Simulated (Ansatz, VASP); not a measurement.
**Two plane-wave programs on ScBe4Al2B3**

Contents of INCAR:

```
PREC = Accurate ; ENCUT = 520
EDIFF = 1E-6 ; ISMEAR = 0
SIGMA = 0.1 ; LREAL = False
LASPH = True ; NELM = 150
ALGO = Normal ; ISIF = 2
LWAVE = False ; LCHARG = True
ISPIN = 2 ; MAGMOM = 1 0 0 0 0 0 0 0 0 0
LORBIT = 11 ; LMAXMIX = 4
GGA = PE ; LELF = True
LVHAR = True ; NBANDS = 32
```

Contents of KPOINTS:

```
Automatic mesh
0
Gamma
  6 6 2
```

The input POSCAR:

```
ScBe4Al2B3
1.0
    4.1146270615      0.0000000000      0.0000000000
   -2.0573135307      3.5633715623      0.0000000000
    0.0000000000      0.0000000000      8.7227004018
Sc Be Al B
1 4 2 3
Direct
    0.6666666667      0.3333333333      0.0000000000
    0.3333333333      0.6666666667      0.7714686257
    0.3333333333      0.6666666667      0.2285313743
    0.3333333333      0.6666666667      0.0000000000
    0.0000000000      0.0000000000      0.5000000000
    0.0000000000      0.0000000000      0.0000000000
    0.3333333333      0.6666666667      0.5000000000
    0.0000000000      0.0000000000      0.2657365162
    0.0000000000      0.0000000000      0.7342634838
    0.6666666667      0.3333333333      0.5000000000
```

Input for Ansatz:

```yaml
crystal:
  lattice:
    - [4.1146270615, 0.0, 0.0]
    - [-2.0573135307, 3.5633715623, 0.0]
    - [0.0, 0.0, 8.7227004018]
  atoms:
    - { symbol: Sc, position: [0.6666666667, 0.3333333333, 0.0], spin: 1.0 }
    - { symbol: Be, position: [0.3333333333, 0.6666666667, 0.7714686257] }
    - { symbol: Be, position: [0.3333333333, 0.6666666667, 0.2285313743] }
    - { symbol: Be, position: [0.3333333333, 0.6666666667, 0.0] }
    - { symbol: Be, position: [0.0, 0.0, 0.5] }
    - { symbol: Al, position: [0.0, 0.0, 0.0] }
    - { symbol: Al, position: [0.3333333333, 0.6666666667, 0.5] }
    - { symbol: B, position: [0.0, 0.0, 0.2657365162] }
    - { symbol: B, position: [0.0, 0.0, 0.7342634838] }
    - { symbol: B, position: [0.6666666667, 0.3333333333, 0.5] }
basis:
  ecutwfc: 420
kpoints:
  mp_grid: { grid: [6, 6, 2] }
hamiltonian:
  xc: pbe
scf:
  occupations: { method: gaussian, width: 0.1 }
  lower_state_search: "off"
output:
  forces: true
  stress: true
  eigenvalues: true
  populations: true
magnetization:
  spin_polarized: true
```

Alike in both runs: task single point; functional PBE; k mesh 6 × 6 × 2; occupations gaussian, width 0.1 eV; collinear spin.

|  | VASP | Ansatz |
| --- | --- | --- |
| version | VASP 6.6.1 | Ansatz 0.2.0 |
| potentials or method | VASP PAW PBE potentials, release 64 (Sc_sv, Be, Al, B), cutoff 520 eV | scalar-relativistic, plane waves, PAW |
| valence electrons in the cell | 34 | 34 |

VASP gave:

| Property | Result |
| --- | --- |
| gap on the k mesh at the Fermi level (eV) | none |
| pressure (GPa) | 0.0 |
| traceless stress, the component that is largest in VASP (GPa) | -0.17 |
| rms of the force components (eV/Å) | 0.026 |
| net moment per atom (μB) | 0.00 |

Task: Estimate Ansatz's values.

Result: gap on the k mesh at the Fermi level (eV): none; pressure (GPa): -0.1; traceless stress, the component that is largest in VASP (GPa): -0.17; rms of the force components (eV/Å): 0.026; net moment per atom (μB): 0.00.

Atom by atom the forces differ by 0.002 eV/Å (rms over components). A gap of «none» marks a metal or a gap that the smearing closes. With one functional, cell and mesh, what is left measures potentials, basis and numerics. Ansatz's warnings: seeded moment not kept.

The k mesh is coarse, so the values compare programs but aren't converged.
